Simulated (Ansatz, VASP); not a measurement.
One calculation of SiC, two programs

```xyz
12
Lattice="3.0950 0.0000 0.0000 -1.5475 2.6803 0.0000 0.0000 0.0000 15.1866" Properties=species:S:1:pos:R:3 pbc="T T T"
Si    0.0000    1.7869   12.6503
Si    1.5475    0.8935    5.0570
Si    1.5475    0.8935   10.1219
Si    0.0000    1.7869    2.5286
Si    0.0000    0.0000    7.5891
Si    0.0000    0.0000   15.1824
C     0.0000    0.0000   13.2787
C     0.0000    0.0000    5.6854
C     0.0000    1.7869   10.7521
C     1.5475    0.8935    3.1588
C     1.5475    0.8935    8.2237
C     0.0000    1.7869    0.6304
```

Alike in both runs: functional PBE; k mesh 12 × 12 × 2; occupations gaussian, width 0.02 eV; no spin polarisation.

Ansatz relaxed the structure, and its values are those at the end. VASP's run is a single point on that final structure, the one shown.

|  | VASP | Ansatz |
| --- | --- | --- |
| version | VASP 6.6.1 | Ansatz 0.2.0 |
| potentials or method | VASP PAW PBE potentials, release 64 (Si, C), cutoff 520 eV | scalar-relativistic, plane waves, PAW |
| valence electrons in the cell | 48 | 48 |

Ansatz gave:

```
gap on the k mesh at the Fermi level (eV) : 2.03
least direct gap on the mesh (eV)         : 3.13
pressure (GPa)                            : 0.0
```

Q: Which values does VASP return?

A: gap on the k mesh at the Fermi level (eV): 2.03; least direct gap on the mesh (eV): 3.12; pressure (GPa): -0.1.
